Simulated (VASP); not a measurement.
# Al2Pt (Fm-3m) in VASP: further runs, part 3 of 3

VASP 6.6.1. Earlier steps stand in the parts before.

## (5) Electric field gradients, LDA (volume scaled by 1.01)

File INCAR:

```
  PREC = Accurate
  ENCUT = 520
  EDIFF = 1E-8
  ISMEAR = -1
  SIGMA = 0.08
  LREAL = F
  LASPH = T
  NELM = 60
  ALGO = Normal
  ISIF = 2
  LWAVE = F
  LCHARG = F
  LEFG = T
  NBANDS = 15
```

File KPOINTS:

```
Automatic mesh
0
Gamma
  12 12 12
```

File POSCAR:

```
Al2Pt
1.0
    0.0000000000      2.9648173479      2.9648173479
    2.9648173479      0.0000000000      2.9648173479
    2.9648173479      2.9648173479      0.0000000000
Al Pt
2 1
Direct
    0.2500000000      0.2500000000      0.2500000000
    0.7500000000      0.7500000000      0.7500000000
    0.0000000000      0.0000000000      0.0000000000
```

Potentials or basis: VASP PAW LDA potentials, release 64 (Al, Pt).

Launch:

```sh
cat potpaw_LDA.64/Al/POTCAR potpaw_LDA.64/Pt/POTCAR > POTCAR
mpirun -np 1 vasp_std > vasp.out
```

OUTCAR:

```text
PREC = Accurate
   ENCUT = 520
   EDIFF = 1E-8
   ISMEAR = -1
   LREAL = F
   LASPH = T
   NELM = 60
   ISIF = 2

 ion  position               nearest neighbor table
   1  0.250  0.250  0.250-   3 2.57   3 2.57   3 2.57   3 2.57   2 2.96   2 2.96   2 2.96   2 2.96
                             2 2.96   2 2.96
   2  0.750  0.750  0.750-   3 2.57   3 2.57   3 2.57   3 2.57   1 2.96   1 2.96   1 2.96   1 2.96
                             1 2.96   1 2.96
   3  0.000  0.000  0.000-   2 2.57   2 2.57   2 2.57   1 2.57   1 2.57   1 2.57   2 2.57   1 2.57

  LATTYP: Found a face centered cubic cell.
 ALAT       =     5.9296346958

  Lattice vectors:

 A1 = (   0.0000000000,   2.9648173479,   2.9648173479)
 A2 = (   2.9648173479,   0.0000000000,   2.9648173479)
 A3 = (   2.9648173479,   2.9648173479,   0.0000000000)

Analysis of symmetry for initial positions (statically):
=====================================================================
 Subroutine PRICEL returns:
 Original cell was already a primitive cell.

 Routine SETGRP: Setting up the symmetry group for a
 face centered cubic supercell.

 Subroutine GETGRP returns: Found 48 space group operations
 (whereof 48 operations were pure point group operations)
 out of a pool of 48 trial point group operations.

The static configuration has the point symmetry O_h .

Analysis of symmetry for dynamics (positions and initial velocities):
=====================================================================
 Subroutine PRICEL returns:
 Original cell was already a primitive cell.

 Routine SETGRP: Setting up the symmetry group for a
 face centered cubic supercell.
[... 589 lines left out ...]
     13      14.4508      0.00000
     14      16.2744      0.00000
     15      16.7269      0.00000

 [... further k-points ...]

------------------------ aborting loop because EDIFF is reached ----------------------------------------

  FORCE on cell =-STRESS in cart. coord.  units (eV):
  Direction    XX          YY          ZZ          XY          YZ          ZX
  --------------------------------------------------------------------------------------
  -------------------------------------------------------------------------------------
  Total       -1.5805017     -1.5805017     -1.5805017      0.0000000      0.0000000      0.0000000
  in kB      -48.5827090    -48.5827090    -48.5827090      0.0000000      0.0000000      0.0000000
  external PRESSURE =     -48.5827090 kB  Pullay stress =       0.0000000 kB

 VOLUME and BASIS-vectors are now :
 -----------------------------------------------------------------------------
  energy-cutoff  :      520.00
  volume of cell :       52.12
      direct lattice vectors                 reciprocal lattice vectors
     0.000000000  2.964817348  2.964817348    -0.168644453  0.168644453  0.168644453
     2.964817348  0.000000000  2.964817348     0.168644453 -0.168644453  0.168644453
     2.964817348  2.964817348  0.000000000     0.168644453  0.168644453 -0.168644453

 POSITION                                       TOTAL-FORCE (eV/Angst)
 -----------------------------------------------------------------------------------
      1.48241      1.48241      1.48241        -0.000000      0.000000      0.000000
      4.44723      4.44723      4.44723        -0.000000     -0.000000     -0.000000
      0.00000      0.00000      0.00000         0.000000     -0.000000      0.000000
 -----------------------------------------------------------------------------------
    total drift:                                0.000000     -0.000000      0.000000

  FREE ENERGIE OF THE ION-ELECTRON SYSTEM (eV)
  ---------------------------------------------------
  free  energy   TOTEN  =       -18.5808003207 eV

  energy  without entropy=      -18.5550720993  energy(sigma->0) =      -18.56793621

 Electric field gradients (V/A^2)
---------------------------------------------------------------------
 ion       V_xx      V_yy      V_zz      V_xy      V_xz      V_yz
---------------------------------------------------------------------
   1       0.000     0.000    -0.000     0.000     0.000     0.000
   2       0.000     0.000    -0.000     0.000     0.000     0.000
   3      -0.000     0.000     0.000     0.000     0.000     0.000
---------------------------------------------------------------------

 Electric field gradients after diagonalization (V/A^2)
 (convention: |V_zz| > |V_xx| > |V_yy|)
----------------------------------------------------------------------
 ion       V_xx      V_yy      V_zz     asymmetry (V_yy - V_xx)/ V_zz
----------------------------------------------------------------------
   1      -0.000    -0.000     0.000       0.000
   2      -0.000    -0.000     0.000       0.000
   3      -0.000    -0.000     0.001       0.000
----------------------------------------------------------------------

           NMR quadrupolar parameters

 Cq : quadrupolar parameter    Cq=e*Q*V_zz/h
 eta: asymmetry parameters     (V_yy - V_xx)/ V_zz
 Q  : nuclear electric quadrupole moment in mb (millibarn)
----------------------------------------------------------------------
 ion       Cq(MHz)       eta       Q (mb)
----------------------------------------------------------------------
   1       0.000       0.000       1.000
   2       0.000       0.000       1.000
   3       0.000       0.000       1.000
----------------------------------------------------------------------
```

OSZICAR:

```text
N       E                     dE             d eps       ncg     rms          rms(c)
DAV:   1     0.469893496750E+02    0.46989E+02   -0.66479E+03  2192   0.909E+02
DAV:   2    -0.176275907649E+02   -0.64617E+02   -0.57057E+02  2615   0.166E+02
DAV:   3    -0.192023543029E+02   -0.15748E+01   -0.15643E+01  2762   0.247E+01
DAV:   4    -0.192134511125E+02   -0.11097E-01   -0.11095E-01  2615   0.246E+00
DAV:   5    -0.192136120082E+02   -0.16090E-03   -0.16089E-03  2890   0.300E-01    0.845E+00
DAV:   6    -0.187206114200E+02    0.49300E+00   -0.18271E+00  2587   0.121E+01    0.219E+00
DAV:   7    -0.186217030702E+02    0.98908E-01   -0.14350E-01  2524   0.354E+00    0.163E+00
DAV:   8    -0.185810452784E+02    0.40658E-01   -0.38833E-02  2651   0.150E+00    0.262E-01
DAV:   9    -0.185808050985E+02    0.24018E-03   -0.15034E-03  2735   0.302E-01    0.165E-01
DAV:  10    -0.185808043544E+02    0.74401E-06   -0.15626E-04  2776   0.103E-01    0.182E-02
DAV:  11    -0.185808002898E+02    0.40647E-05   -0.13738E-05  2713   0.348E-02    0.777E-03
DAV:  12    -0.185808003428E+02   -0.52991E-07   -0.73615E-07  2531   0.556E-03    0.116E-03
DAV:  13    -0.185808003201E+02    0.22663E-07   -0.92282E-08  2783   0.268E-03    0.519E-04
DAV:  14    -0.185808003207E+02   -0.57548E-09   -0.31766E-09  1549   0.543E-04
   1 F= -.18580800E+02 E0= -.18567936E+02  d E =-.257282E-01
```

stdout:

```text
POSCAR found type information on POSCAR AlPt
 POSCAR found :  2 types and       3 ions
 scaLAPACK will be used
 LDA part: xc-table for (Slater(with rela. corr.)+CA(PZ))
 , standard interpolation
 POSCAR, INCAR and KPOINTS ok, starting setup
 FFT: planning ... GRIDC
 FFT: planning ... GRID_SOFT
 FFT: planning ... GRID
 WAVECAR not read
 entering main loop
ion   1

ion   2

ion   3
```

Run time: 28 s. Hardware: 1 thread of Intel Xeon Platinum 8559C (Emerald Rapids), shared host; peak memory 0.18 GiB.

Results:

- Free energy: -18.5808 eV
- Pressure: -4.9 GPa
- Band gap on the k mesh: zero (band 8 reaches 11.41 eV, above the bottom of band 9 at 6.02 eV)

Caveat: without QUAD_EFG the Cq values of the log hold for a quadrupole moment of 1 mb, not for the nuclei; spin-orbit coupling is left out, which moves the levels of the heavy elements.

## (6) Summary

| cell | gap on the mesh (eV) | pressure (GPa) |
| --- | --- | --- |
| a = 4.094 Å, angles 60.0°, 3 atoms | none | 5.6 |
| a = 4.151 Å, angles 60.0°, 3 atoms | none | -0.9 |
| a = 4.193 Å, angles 60.0°, 3 atoms | none | -4.9 |

Alike in all rows: task electric field gradients; level LDA; potentials or basis VASP PAW LDA potentials, release 64 (Al, Pt); no spin polarisation; k mesh 12 × 12 × 12; cutoff (eV) 520; smearing fermi-dirac 0.08 eV.

Caveats: spin-orbit coupling is left out, which moves the levels of the heavy elements.

Total energies depend on the potentials used, so only differences within one code and one set of settings carry meaning.
